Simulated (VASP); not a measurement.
# WS2 (P6_3/mmc) in VASP: a series of runs

The runs below take WS2 through single point, with LDA.

All numbers are computed with VASP 6.6.1; they aren't measurements. Logs are shortened: lines on timing, memory, paths and dates and some standing lists are left out, and cuts for length are marked.

## 1. The cell of the first run

The structure is hexagonal, space group P6_3/mmc (No. 194). Conventional cell: a = 3.181 Å, b = 3.181 Å, c = 12.364 Å, α = 90.00°, β = 90.00°, γ = 120.00°. W (site symmetry -6m2) has 6 S at 2.60 Å and 6 W at 3.18 Å within 3.4 Å. Within 3.4 Å of S (site symmetry 3m) lie 3 W at 2.60 Å and 9 S at 3.10 to 3.18 Å.

## 2. Single point, LDA (atoms shifted along a free coordinate)

INCAR

```
SYSTEM = WS2
PREC = Accurate ; ENCUT = 520
EDIFF = 1E-6 ; ISMEAR = 0
SIGMA = 0.05 ; LREAL = .False.
LASPH = .True. ; NELM = 80
ALGO = Normal ; ISIF = 2
LWAVE = .False. ; LCHARG = .False.
GGA = CA ; NBANDS = 35
```

KPOINTS

```
regular mesh
0
Gamma
  12 12 4
  0 0 0
```

POSCAR

```
WS2
1.0
    3.1812289120      0.0000000000      0.0000000000
   -1.5906144560      2.7550250530      0.0000000000
    0.0000000000      0.0000000000     12.3643864273
W S
2 4
Direct
    0.3333333333      0.6666666667      0.2500000000
    0.6666666667      0.3333333333      0.7500000000
    0.3333333333      0.6666666667      0.6008596918
    0.6666666667      0.3333333333      0.1008596918
    0.3333333333      0.6666666667      0.8991403082
    0.6666666667      0.3333333333      0.3991403082
```

Potentials or basis: VASP PAW LDA potentials, release 64 (W_sv, S).

The run is started by

```console
$ cat potpaw_LDA.64/W_sv/POTCAR potpaw_LDA.64/S/POTCAR > POTCAR
$ mpirun -np 1 vasp_std > vasp.out
```

OUTCAR:

```text
SYSTEM = WS2
   PREC = Accurate
   ENCUT = 520
   EDIFF = 1E-6
   ISMEAR = 0
   LREAL = .False.
   LASPH = .True.
   NELM = 80
   ISIF = 2
   GGA = CA

 ion  position               nearest neighbor table
   1  0.333  0.667  0.250-   4 2.60   6 2.60   4 2.60   6 2.60   4 2.60   6 2.60
   2  0.667  0.333  0.750-   3 2.60   5 2.60   3 2.60   5 2.60   3 2.60   5 2.60
   3  0.333  0.667  0.601-   2 2.60   2 2.60   2 2.60
   4  0.667  0.333  0.101-   1 2.60   1 2.60   1 2.60
   5  0.333  0.667  0.899-   2 2.60   2 2.60   2 2.60
   6  0.667  0.333  0.399-   1 2.60   1 2.60   1 2.60

  LATTYP: Found a hexagonal cell.
 ALAT       =     3.1812289120
 C/A-ratio  =     3.8866698277

  Lattice vectors:

 A1 = (   3.1812289120,   0.0000000000,   0.0000000000)
 A2 = (  -1.5906144560,   2.7550250530,   0.0000000000)
 A3 = (   0.0000000000,   0.0000000000,  12.3643864273)

Analysis of symmetry for initial positions (statically):
=====================================================================
 Subroutine PRICEL returns:
 Original cell was already a primitive cell.

 Routine SETGRP: Setting up the symmetry group for a
 hexagonal supercell.

 Subroutine GETGRP returns: Found 24 space group operations
 (whereof 12 operations were pure point group operations)
 out of a pool of 24 trial point group operations.

The static configuration has the point symmetry D_3d.
 The point group associated with its full space group is D_6h.

Analysis of symmetry for dynamics (positions and initial velocities):
=====================================================================
 Subroutine PRICEL returns:
 Original cell was already a primitive cell.

 Routine SETGRP: Setting up the symmetry group for a
 hexagonal supercell.

 Subroutine GETGRP returns: Found 24 space group operations
 (whereof 12 operations were pure point group operations)
 out of a pool of 24 trial point group operations.

The dynamic configuration has the point symmetry D_3d.
 The point group associated with its full space group is D_6h.

 Subroutine INISYM returns: Found 24 space group operations
 (whereof 12 operations are pure point group operations),
 and found     1 'primitive' translations

----------------------------------------------------------------------------------------

                                     Primitive cell

  volume of cell :     108.3660

  direct lattice vectors                    reciprocal lattice vectors
     3.181228912  0.000000000  0.000000000     0.314343930  0.181486553  0.000000000
    -1.590614456  2.755025053  0.000000000     0.000000000  0.362973106  0.000000000
     0.000000000  0.000000000 12.364386427     0.000000000  0.000000000  0.080877446

  length of vectors
     3.181228912  3.181228912 12.364386427     0.362973106  0.362973106  0.080877446

  position of ions in fractional coordinates (direct lattice)
     0.333333333  0.666666667  0.250000000
     0.666666667  0.333333333  0.750000000
     0.333333333  0.666666667  0.600859692
     0.666666667  0.333333333  0.100859692
     0.333333333  0.666666667  0.899140308
     0.666666667  0.333333333  0.399140308

  ion indices of the primitive-cell ions
   primitive index   ion index
                 1           1
                 2           2
                 3           3
                 4           4
                 5           5
                 6           6

----------------------------------------------------------------------------------------

 KPOINTS: regular mesh

Automatic generation of k-mesh.
 Grid dimensions read from file:
 generate k-points for:   12   12    4

 Generating k-lattice:

  Cartesian coordinates                     Fractional coordinates (reciprocal lattice)
     0.026195328  0.015123879  0.000000000     0.083333333  0.000000000  0.000000000
     0.000000000  0.030247759  0.000000000     0.000000000  0.083333333  0.000000000
     0.000000000  0.000000000  0.020219362     0.000000000  0.000000000  0.250000000

  Length of vectors
     0.030247759  0.030247759  0.020219362

  Shift w.r.t. Gamma in fractional coordinates (k-lattice)
     0.000000000  0.000000000  0.000000000

 Subroutine IBZKPT returns following result:
 ===========================================

 Found     57 irreducible k-points:

 Following reciprocal coordinates:
            Coordinates               Weight
  0.000000  0.000000  0.000000      1.000000
  0.083333  0.000000  0.000000      6.000000
  0.166667 -0.000000  0.000000      6.000000
  0.250000 -0.000000  0.000000      6.000000
  0.333333  0.000000  0.000000      6.000000
  0.416667  0.000000  0.000000      6.000000
[... 16 lines left out ...]
  0.250000 -0.000000  0.250000     12.000000
  0.333333  0.000000  0.250000     12.000000
 [... further k-points ...]
   k-points           NKPTS =     57   k-points in BZ     NKDIM =     57   number of bands    NBANDS=     35
   number of dos      NEDOS =    301   number of ions     NIONS =      6
   total plane-waves  NPLWV =  55296
   dimension x,y,z NGX =    24 NGY =   24 NGZ =   96
   dimension x,y,z NGXF=    48 NGYF=   48 NGZF=  192
   ions per type =               2   4
   NGX,Y,Z   is equivalent  to a cutoff of  12.54, 12.54, 12.91 a.u.
   NGXF,Y,Z  is equivalent  to a cutoff of  25.08, 25.08, 25.82 a.u.
 SYSTEM =  WS2
   PREC   = accura    normal or accurate (medium, high low for compatibility)
   ISTART =      0    job   : 0-new  1-cont  2-samecut
   ICHARG =      2    charge: 1-file 2-atom 10-const
   ISPIN  =      1    spin polarized calculation?
   LNONCOLLINEAR =      F non collinear calculations
   LSORBIT =      F    spin-orbit coupling
   LASPH  =      T    aspherical Exc in radial PAW
   ENCUT  =  520.0 eV  38.22 Ry    6.18 a.u.   5.91  5.91 22.99*2*pi/ulx,y,z
   NELM   =     80;   NELMIN=  2; NELMDL= -5     # of ELM steps
   EDIFF  = 0.1E-05   stopping-criterion for ELM
   LREAL  =      F    real-space projection
   EDIFFG = 0.1E-04   stopping-criterion for IOM
   NSW    =      0    number of steps for IOM
   IBRION =     -1    ionic relax: 0-MD 1-quasi-New 2-CG
   NFREE  =      0    steps in history (QN), initial steepest desc. (CG)
   ISIF   =      2    stress and relaxation
   ISYM   =      2    0-nonsym 1-usesym 2-fastsym
   POTIM  = 0.5000    time-step for ionic-motion
   TEBEG  =    0.0;   TEEND  =   0.0 temperature during run
   PSTRESS=    0.0 pullay stress
   NELECT =      52.0000    total number of electrons
   NUPDOWN=      -1.0000    fix difference up-down
   EMIN   =  10.00;   EMAX   =-10.00  energy-range for DOS
   EFERMI =   0.00;   METHOD = LEGACY
   ISMEAR =     0;   SIGMA  =   0.05  broadening in eV -4-tet -1-fermi 0-gaus
   EFERMI_NEDOS =   21; number of points for ismear=-14 and -15
   IALGO  =     38    algorithm
   IMIX   =      4    mixing-type and parameters
     AMIX     =   0.40;   BMIX     =  1.00
     AMIX_MAG =   1.60;   BMIX_MAG =  1.00
  volume/ion in A,a.u.               =      18.06       121.88
  Fermi-wavevector in a.u.,A,eV,Ry     =   1.281676  2.422017 22.350201  1.642693
  Thomas-Fermi vector in A             =   2.414032
   LORBIT       =      0    0 simple, 1 ext, 2 COOP (PROOUT), +10 PAW based schemes
   GGA     = CA    functional components
   LHFCALC =     F    Hartree Fock is set to
   AEXX    =    0.0000 exact exchange contribution
   IVDW    =     0    specifies the selected vdW correction
   LEPSILON=     F    determine dielectric tensor
   LRPA    =     F    only Hartree local field effects (RPA)
 non-spin polarized calculation
 Gauss-broadening in eV      SIGMA  =   0.05
  energy-cutoff  :      520.00
  volume of cell :      108.37
 maximum number of plane-waves:      2944
 NGX is ok and might be reduce to    24
   NGX = 11   NGY = 11   NGZ = 45

 number of electron      52.0000002 magnetization

 Free energy of the ion-electron system (eV)
  ---------------------------------------------------
  ext. energy  EPLUGINS =         0.00000000
  ---------------------------------------------------
  free energy    TOTEN  =       -49.64029312 eV

  energy without entropy =      -49.64029312  energy(sigma->0) =      -49.64029312

 E-fermi :   6.9649     XC(G=0): -11.4074

 val. band max:        6.7811148291   @ k =   0.3333   0.3333   0.0000
 cond. band min:       7.1557898497   @ k =   0.1667   0.1667   0.0000
 fundamental gap:      0.3746750206
 Fermi energy:         6.9648819831

 k-point     1 :       0.0000    0.0000    0.0000
  band No.  band energies     occupation
      1     -67.3044      2.00000
      2     -67.3044      2.00000
      3     -31.7192      2.00000
      4     -31.7191      2.00000
      5     -31.5016      2.00000
      6     -31.5016      2.00000
[... 27 lines left out ...]
     34       9.2399      0.00000
     35      11.3699      0.00000

 k-point     2 :       0.0833    0.0000    0.0000
  band No.  band energies     occupation
      1     -67.3033      2.00000
      2     -67.3033      2.00000
      3     -31.7160      2.00000
      4     -31.7159      2.00000
      5     -31.5219      2.00000
      6     -31.5219      2.00000
[... 27 lines left out ...]
     34       9.4105      0.00000
     35      11.7692      0.00000

 k-point     3 :       0.1667   -0.0000    0.0000
  band No.  band energies     occupation
      1     -67.3004      2.00000
      2     -67.3004      2.00000
      3     -31.7072      2.00000
      4     -31.7071      2.00000
      5     -31.5773      2.00000
      6     -31.5773      2.00000
[... 27 lines left out ...]
     34       9.7666      0.00000
     35      12.2778      0.00000
[... 723 lines left out ...]
 k-point    23 :       0.2500   -0.0000    0.2500
  band No.  band energies     occupation
      1     -67.2965      2.00000
      2     -67.2964      2.00000
      3     -31.6951      2.00000
      4     -31.6951      2.00000
      5     -31.6520      2.00000
      6     -31.6520      2.00000
[... 27 lines left out ...]
     34      10.0326      0.00000
     35      12.2038      0.00000

 k-point    24 :       0.3333    0.0000    0.2500
  band No.  band energies     occupation
      1     -67.2925      2.00000
      2     -67.2925      2.00000
      3     -31.7259      2.00000
      4     -31.7259      2.00000
      5     -31.6830      2.00000
      6     -31.6830      2.00000
[... 27 lines left out ...]
     34      10.2216      0.00000
     35      11.5733      0.00000

 [... further k-points ...]
[... 5 lines left out ...]
  --------------------------------------------------------------------------------------
  -------------------------------------------------------------------------------------
  Total      -11.2873697    -11.2873697    -28.2620222      0.0000000     -0.0000000      0.0000000
  in kB     -166.8823051   -166.8823051   -417.8503520      0.0000000     -0.0000000      0.0000000
  external PRESSURE =    -250.5383207 kB  Pullay stress =       0.0000000 kB

 VOLUME and BASIS-vectors are now :
 -----------------------------------------------------------------------------
  energy-cutoff  :      520.00
  volume of cell :      108.37
      direct lattice vectors                 reciprocal lattice vectors
     3.181228912  0.000000000  0.000000000     0.314343930  0.181486553  0.000000000
    -1.590614456  2.755025053  0.000000000     0.000000000  0.362973106  0.000000000
     0.000000000  0.000000000 12.364386427     0.000000000  0.000000000  0.080877446

 POSITION                                       TOTAL-FORCE (eV/Angst)
 -----------------------------------------------------------------------------------
     -0.00000      1.83668      3.09110         0.000000     -0.000000     -0.000000
      1.59061      0.91834      9.27329        -0.000000     -0.000000     -0.000000
     -0.00000      1.83668      7.42926        -0.000000     -0.000000      4.141461
      1.59061      0.91834      1.24707         0.000000     -0.000000      4.141461
     -0.00000      1.83668     11.11732         0.000000      0.000000     -4.141461
      1.59061      0.91834      4.93513         0.000000      0.000000     -4.141461
 -----------------------------------------------------------------------------------
    total drift:                               -0.000000      0.000000     -0.000000

  FREE ENERGIE OF THE ION-ELECTRON SYSTEM (eV)
  ---------------------------------------------------
  free  energy   TOTEN  =       -49.6402931239 eV

  energy  without entropy=      -49.6402931237  energy(sigma->0) =      -49.64029312
```

Wall time 1.7 min (1 thread of Intel Xeon 6975P-C (Granite Rapids), shared host); peak memory 0.29 GiB.

Results:

* Free energy: -49.6403 eV
* Pressure: -25.1 GPa
* Largest force: 4.141 eV/Å
* Band gap on the k mesh: 0.37 eV (least direct gap 0.99 eV)

Forces on the atoms (eV/Å):
```
W    0.000  0.000  0.000
W    0.000  0.000  0.000
S    0.000  0.000  4.141
S    0.000  0.000  4.141
S    0.000  0.000 -4.141
S    0.000  0.000 -4.141
```

Stress tensor (GPa, compression positive):
```
-16.69   0.00   0.00
  0.00 -16.69   0.00
  0.00   0.00 -41.79
```

Caveat: the cell differs from its parent crystal (atoms shifted along a free coordinate); the stress differs along the axes, from -42 to -17 GPa; spin-orbit coupling is left out, which moves the levels of the heavy elements; forces of over 1 eV/Å act on the atoms, so gaps and moduli don't describe the material at rest. A k mesh can miss the band edges.

(Continued in part 2 of 2.)
